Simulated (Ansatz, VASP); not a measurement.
# Mo: VASP beside Ansatz

```
CELL_PARAMETERS angstrom
-1.55213 1.55213 1.58381
1.55213 -1.55213 1.58381
1.55213 1.55213 -1.58381
ATOMIC_POSITIONS crystal
Mo 0.00000 0.00000 0.00000
```

Change from the starting cell: strain_xy = -0.02.

Alike in both runs: task single point; functional PBEsol; k mesh 12 × 12 × 12; occupations fermi-dirac, width 0.05 eV; no spin polarisation.

|  | VASP | Ansatz |
| --- | --- | --- |
| version | VASP 6.6.1 | Ansatz 0.2.0 |
| potentials or method | VASP PAW PBE potentials, release 64 (Mo_sv), cutoff 520 eV | all-electron LAPW, scalar-relativistic |

```csv
,VASP,Ansatz,Ansatz less VASP
gap on the k mesh at the Fermi level (eV),none,none,-
pressure (GPa),1.7,1.1,-0.57
"traceless stress, the component that is largest in VASP (GPa)",-5.08,-5.08,+0.001
```

VASP's potentials were made for PBE, not for PBEsol. A gap of «none» marks a metal or a gap that the smearing closes. Ansatz ran all-electron here, and VASP with PAW potentials.
